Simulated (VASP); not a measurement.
Input of a VASP 6.6.1 run:

The input INCAR:

```
SYSTEM = Al
PREC     = Accurate       ! precision mode
ENCUT    = 520            ! plane-wave cutoff, eV
EDIFF    = 1E-6           ! SCF threshold, eV
ISMEAR   = 1              ! smearing method
SIGMA    = 0.05           ! smearing width, eV
LREAL    = .False.        ! projectors in reciprocal space
LASPH    = .True.         ! aspherical terms in the spheres
NELM     = 60             ! most SCF steps
ALGO     = Normal         ! electronic algorithm
ISIF     = 2              ! what is computed and relaxed
LWAVE    = .False.        ! write WAVECAR
LCHARG   = .False.        ! write CHGCAR
GGA      = CA             ! functional
NBANDS   = 14             ! bands
```

The input KPOINTS:

```
Automatic mesh
0
Gamma
  7 7 2
  0 0 0
```

The input POSCAR:

```
Al
1.0
    2.8270770000      0.0000000000      0.0000000000
   -1.4135390000      2.4483210000      0.0000000000
    0.0000000000      0.0000000000      9.1859930000
Al
4
Direct
    0.0000000000      0.0000000000      0.0000000000
    0.3333333333      0.6666666667      0.2500000000
    0.0000000000      0.0000000000      0.5000000000
    0.6666666667      0.3333333333      0.7500000000
```

Potentials or basis: VASP PAW LDA potentials, release 64 (Al).

The run is started by

```console
$ cat potpaw_LDA.64/Al/POTCAR > POTCAR
$ mpirun -np 1 vasp_std > vasp.out
```

(1) Estimate the band gap on the k mesh.

(2) Estimate the pressure.

## Answers

(1) zero (band 6 reaches 12.12 eV, above the bottom of band 7 at 6.92 eV).

(2) -0.1 GPa.

Caveat: the k points lie up to 0.37 Å⁻¹ apart.
